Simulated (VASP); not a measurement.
# LaH3 (Fm-3m) in VASP: further runs, part 2 of 2

VASP 6.6.1. Earlier steps stand in the parts before.

**3. Single point, r2SCAN**

File POSCAR:

```
LaH3
1.0
    3.9406770000      0.0000000000      0.0000000000
    1.9703385000      3.4127263901      0.0000000000
    1.9703385000      1.1375754634      3.2175492970
La H
1 3
Direct
    0.0000000000      0.0000000000      0.0000000000
    0.5000000000      0.5000000000      0.5000000000
    0.7500000000      0.7500000000      0.7500000000
    0.2500000000      0.2500000000      0.2500000000
```

File INCAR.step1:

```
SYSTEM = LaH3
PREC = Accurate
ENCUT = 520
ISMEAR = 1
SIGMA = 0.1
LREAL = .False.
LASPH = .True.
NELM = 100
NBANDS = 15
GGA = PE
ALGO = Normal
EDIFF = 1E-4
LWAVE = .True.
LCHARG = .False.
```

File INCAR.step2:

```
SYSTEM = LaH3
PREC = Accurate
ENCUT = 520
EDIFF = 1E-6
ISMEAR = 1
SIGMA = 0.1
LREAL = .False.
LASPH = .True.
NELM = 100
ALGO = Normal
ISIF = 2
LWAVE = .False.
LCHARG = .False.
METAGGA = R2SCAN
LMIXTAU = .True.
NBANDS = 15
ISTART = 1
```

File KPOINTS:

```
Automatic mesh
0
Gamma
  4 4 4
  0 0 0
```

Potentials or basis: VASP PAW PBE potentials, release 64 (La, H).

On the command line:

```sh
$ cat potpaw_PBE.64/La/POTCAR potpaw_PBE.64/H/POTCAR > POTCAR
$ cp INCAR.step1 INCAR
$ mpirun -np 1 vasp_std > vasp.out
$ cp INCAR.step2 INCAR
$ mpirun -np 1 vasp_std > vasp.out
```

OUTCAR:

```text
SYSTEM = LaH3
   PREC = Accurate
   ENCUT = 520
   EDIFF = 1E-6
   ISMEAR = 1
   LREAL = .False.
   LASPH = .True.
   NELM = 100
   ISIF = 2
   METAGGA = R2SCAN
   ISTART = 1

 ion  position               nearest neighbor table
   1  0.000  0.000  0.000-
   2  0.500  0.500  0.500-
   3  0.750  0.750  0.750-
   4  0.250  0.250  0.250-

  LATTYP: Found a face centered cubic cell.
 ALAT       =     5.5729588583

  Lattice vectors:

 A1 = (   3.9406770000,   0.0000000000,   0.0000000000)
 A2 = (   1.9703385000,   3.4127263901,   0.0000000000)
 A3 = (   1.9703385000,   1.1375754634,   3.2175492970)

Analysis of symmetry for initial positions (statically):
=====================================================================
 Subroutine PRICEL returns:
 Original cell was already a primitive cell.

 Routine SETGRP: Setting up the symmetry group for a
 face centered cubic supercell.

 Subroutine GETGRP returns: Found 48 space group operations
 (whereof 48 operations were pure point group operations)
 out of a pool of 48 trial point group operations.

The static configuration has the point symmetry O_h .

Analysis of symmetry for dynamics (positions and initial velocities):
=====================================================================
 Subroutine PRICEL returns:
 Original cell was already a primitive cell.

 Routine SETGRP: Setting up the symmetry group for a
 face centered cubic supercell.

 Subroutine GETGRP returns: Found 48 space group operations
 (whereof 48 operations were pure point group operations)
 out of a pool of 48 trial point group operations.

The dynamic configuration has the point symmetry O_h .

 Subroutine INISYM returns: Found 48 space group operations
 (whereof 48 operations are pure point group operations),
 and found     1 'primitive' translations

----------------------------------------------------------------------------------------

                                     Primitive cell

  volume of cell :      43.2711

  direct lattice vectors                    reciprocal lattice vectors
     3.940677000  0.000000000  0.000000000     0.253763503 -0.146510427 -0.103598516
     1.970338500  3.412726390  0.000000000     0.000000000  0.293020854 -0.103598516
     1.970338500  1.137575463  3.217549297     0.000000000  0.000000000  0.310795549

  length of vectors
     3.940677000  3.940677000  3.940677000     0.310795549  0.310795549  0.310795549

  position of ions in fractional coordinates (direct lattice)
     0.000000000  0.000000000  0.000000000
     0.500000000  0.500000000  0.500000000
     0.750000000  0.750000000  0.750000000
     0.250000000  0.250000000  0.250000000

  ion indices of the primitive-cell ions
   primitive index   ion index
                 1           1
                 2           2
                 3           3
                 4           4

----------------------------------------------------------------------------------------

 KPOINTS: Automatic mesh
[... 31 lines left out ...]
  0.500000  0.500000  0.000000      3.000000
 -0.250000  0.500000  0.250000      6.000000
   k-points           NKPTS =      8   k-points in BZ     NKDIM =      8   number of bands    NBANDS=     15
   number of dos      NEDOS =    301   number of ions     NIONS =      4
   total plane-waves  NPLWV =  27000
   dimension x,y,z NGX =    30 NGY =   30 NGZ =   30
   dimension x,y,z NGXF=    60 NGYF=   60 NGZF=   60
   ions per type =               1   3
   NGX,Y,Z   is equivalent  to a cutoff of  12.66, 12.66, 12.66 a.u.
   NGXF,Y,Z  is equivalent  to a cutoff of  25.31, 25.31, 25.31 a.u.
 SYSTEM =  LaH3
   PREC   = accura    normal or accurate (medium, high low for compatibility)
   ISTART =      1    job   : 0-new  1-cont  2-samecut
   ICHARG =      0    charge: 1-file 2-atom 10-const
   ISPIN  =      1    spin polarized calculation?
   LNONCOLLINEAR =      F non collinear calculations
   LSORBIT =      F    spin-orbit coupling
   LASPH  =      T    aspherical Exc in radial PAW
   ENCUT  =  520.0 eV  38.22 Ry    6.18 a.u.   7.33  7.33  7.33*2*pi/ulx,y,z
   NELM   =    100;   NELMIN=  2; NELMDL=  0     # of ELM steps
   EDIFF  = 0.1E-05   stopping-criterion for ELM
   LREAL  =      F    real-space projection
   EDIFFG = 0.1E-04   stopping-criterion for IOM
   NSW    =      0    number of steps for IOM
   IBRION =     -1    ionic relax: 0-MD 1-quasi-New 2-CG
   NFREE  =      0    steps in history (QN), initial steepest desc. (CG)
   ISIF   =      2    stress and relaxation
   ISYM   =      2    0-nonsym 1-usesym 2-fastsym
   POTIM  = 0.5000    time-step for ionic-motion
   TEBEG  =    0.0;   TEEND  =   0.0 temperature during run
   PSTRESS=    0.0 pullay stress
   NELECT =      14.0000    total number of electrons
   NUPDOWN=      -1.0000    fix difference up-down
   EMIN   =  10.00;   EMAX   =-10.00  energy-range for DOS
   EFERMI =   0.00;   METHOD = LEGACY
   ISMEAR =     1;   SIGMA  =   0.10  broadening in eV -4-tet -1-fermi 0-gaus
   EFERMI_NEDOS =   21; number of points for ismear=-14 and -15
   IALGO  =     38    algorithm
   IMIX   =      4    mixing-type and parameters
     AMIX     =   0.40;   BMIX     =  1.00
     AMIX_MAG =   1.60;   BMIX_MAG =  1.00
  volume/ion in A,a.u.               =      10.82        73.00
  Fermi-wavevector in a.u.,A,eV,Ry     =   1.123876  2.123817 17.185477  1.263097
  Thomas-Fermi vector in A             =   2.260545
   LORBIT       =      0    0 simple, 1 ext, 2 COOP (PROOUT), +10 PAW based schemes
   METAGGA = R2SCAN    functional components
   LHFCALC =     F    Hartree Fock is set to
   AEXX    =    0.0000 exact exchange contribution
   IVDW    =     0    specifies the selected vdW correction
   LEPSILON=     F    determine dielectric tensor
   LRPA    =     F    only Hartree local field effects (RPA)
 non-spin polarized calculation
 Methfessel and Paxton  Order N= 1 SIGMA  =   0.10
  energy-cutoff  :      520.00
  volume of cell :       43.27
 maximum number of plane-waves:      1211
 NGX is ok and might be reduce to    30
   NGX = 15   NGY = 15   NGZ = 15

 number of electron      13.9999998 magnetization

 Free energy of the ion-electron system (eV)
  ---------------------------------------------------
  ext. energy  EPLUGINS =         0.00000000
  ---------------------------------------------------
  free energy    TOTEN  =       -42.80049601 eV

  energy without entropy =      -42.80083061  energy(sigma->0) =      -42.80060754

 E-fermi :   8.1263     XC(G=0): -10.4996

 val. band max:        8.0749957426   @ k =   0.0000   0.0000   0.0000
 cond. band min:       8.2035646136   @ k =   0.5000   0.0000  -0.0000
 fundamental gap:      0.1285688709
 Fermi energy:         8.1263288821

 k-point     1 :       0.0000    0.0000    0.0000
  band No.  band energies     occupation
      1     -26.8363      2.00000
      2      -9.6234      2.00000
      3      -9.6234      2.00000
      4      -9.6234      2.00000
      5      -0.5253      2.00000
      6       4.4787      2.00000
      7       8.0750      1.75466
      8       8.3379     -0.01081
      9       8.3379     -0.01081
     10       8.3379     -0.01081
     11       9.3542     -0.00000
     12       9.3542     -0.00000
     13       9.3542     -0.00000
     14       9.9922     -0.00000
[... 113 lines left out ...]
      2     -10.3627      2.00000
      3     -10.3627      2.00000
      4      -9.9979      2.00000
      5       2.8579      2.00000
      6       3.0651      2.00000
      7       3.0651      2.00000
      8       8.5762     -0.00000
      9       9.5108     -0.00000
     10       9.5108     -0.00000
     11       9.7609     -0.00000
     12       9.8213     -0.00000
     13       9.8433     -0.00000
     14       9.8433     -0.00000
     15      10.6431      0.00000

------------------------ aborting loop because EDIFF is reached ----------------------------------------

  FORCE on cell =-STRESS in cart. coord.  units (eV):
  Direction    XX          YY          ZZ          XY          YZ          ZX
  --------------------------------------------------------------------------------------
  -------------------------------------------------------------------------------------
  Total       -0.0095559     -0.0095559     -0.0095559     -0.0000000     -0.0000000     -0.0000000
  in kB       -0.3538228     -0.3538228     -0.3538228     -0.0000000     -0.0000000     -0.0000000
  external PRESSURE =      -0.3538228 kB  Pullay stress =       0.0000000 kB

 VOLUME and BASIS-vectors are now :
 -----------------------------------------------------------------------------
  energy-cutoff  :      520.00
  volume of cell :       43.27
      direct lattice vectors                 reciprocal lattice vectors
     3.940677000  0.000000000  0.000000000     0.253763503 -0.146510427 -0.103598516
     1.970338500  3.412726390  0.000000000     0.000000000  0.293020854 -0.103598516
     1.970338500  1.137575463  3.217549297     0.000000000  0.000000000  0.310795549

 POSITION                                       TOTAL-FORCE (eV/Angst)
 -----------------------------------------------------------------------------------
      0.00000      0.00000      0.00000        -0.000000     -0.000000      0.000000
      3.94068      2.27515      1.60877        -0.000000     -0.000000      0.000000
      5.91102      3.41273      2.41316        -0.000000     -0.000000     -0.000000
      1.97034      1.13758      0.80439         0.000000      0.000000      0.000000
 -----------------------------------------------------------------------------------
    total drift:                               -0.000000      0.000000      0.000000

  FREE ENERGIE OF THE ION-ELECTRON SYSTEM (eV)
  ---------------------------------------------------
  free  energy   TOTEN  =       -42.8004960108 eV

  energy  without entropy=      -42.8008306120  energy(sigma->0) =      -42.80060754
```

Run time: 51 s. Hardware: 1 thread of Intel Xeon 6975P-C, shared host; peak memory 0.18 GiB.

What came out:

* Free energy: -42.8005 eV
* Pressure: 0.0 GPa
* Band gap on the k mesh: 0.13 eV, indirect (least direct gap 0.26 eV)

Levels at points of the mesh, in eV from the valence-band top:
```csv
k point,band 5,band 6,band 7,band 8,band 9,band 10
"(0.00, 0.00, 0.00)",-8.60,-3.60,0.00,0.26,0.26,0.26
"(0.50, 0.00, 0.00)",-6.60,-4.62,-2.64,0.13,0.13,1.40
"(0.50, 0.50, 0.00)",-6.22,-5.87,-3.70,1.38,1.38,1.51
```

Caveat: the k points lie up to 0.49 Å⁻¹ apart; the PAW data sets were made with another functional, which shifts forces and pressure a little; spin-orbit coupling is left out, which moves the levels of the heavy elements.
